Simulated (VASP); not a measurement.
Crystal: MgGeSb2.

```
Mg Sb Ge
1.0
     4.34360    0.00000    0.00000
     0.00000    4.34360    0.00000
     0.00000    0.00000    6.14278
Mg Sb Ge
1 2 1
Direct
  0.00000 0.00000 0.00000
  0.00000 0.50000 0.25000
  0.50000 0.00000 0.75000
  0.50000 0.50000 0.50000
```

| Property | Result |
| --- | --- |
| Program | VASP 6.6.1 |
| Task | relaxation of cell and atoms |
| Functional | PBE |
| Potentials or basis | VASP PAW PBE potentials, release 64 (Mg, Sb, Ge_d) |
| Cutoff | 600 eV |
| k mesh | 6 × 6 × 4 |
| Occupations | fermi-dirac, width 0.02 eV |
| Spin | no spin polarisation |

At the start: pressure 5.7 GPa; volume 28.97 Å³/atom.

Problem. How do energy, volume and symmetry change on relaxing?

Solution. Over 14 steps the energy falls by 62.9 meV/atom and the volume is 32.51 Å³/atom (+12.2 %); space group P-4m2 (No. 115, to 0.05 Å).

Step by step:
| step | energy change (eV) | largest force (eV/Å) | pressure (GPa) | volume (Å³) |
| --- | --- | --- | --- | --- |
| 1 | 0.0000 | 0.3698 | 5.73 | 115.89 |
| 2 | -0.2239 | 0.2601 | -1.13 | 134.15 |
| 3 | -0.2372 | 0.2801 | -0.06 | 130.21 |
| 4 | -0.2371 | 0.2785 | -0.14 | 130.51 |
| 5 | -0.2438 | 0.1750 | -0.12 | 130.43 |
| 6 | -0.2491 | 0.0087 | -0.05 | 130.28 |
| 7 | -0.2492 | 0.0317 | -0.04 | 130.26 |
| 8 | -0.2508 | 0.0208 | 0.01 | 130.04 |
| 9 | -0.2515 | 0.0103 | 0.06 | 129.82 |
| 10 | -0.2515 | 0.0056 | 0.09 | 129.73 |
| 11 | -0.2515 | 0.0065 | -0.06 | 130.30 |
| 12 | -0.2516 | 0.0001 | 0.05 | 129.99 |
| 13 | -0.2516 | 0.0025 | -0.04 | 130.11 |
| 14 | -0.2516 | 0.0014 | 0.01 | 130.05 |

Final structure:
```
Mg Sb Ge
1.0
     4.46687    0.00000    0.00000
     0.00000    4.46687    0.00000
     0.00000    0.00000    6.51781
Mg Sb Ge
1 2 1
Direct
  0.00000 0.00000 0.00000
  0.00000 0.50000 0.25885
  0.50000 0.00000 0.74115
  0.50000 0.50000 0.50000
```
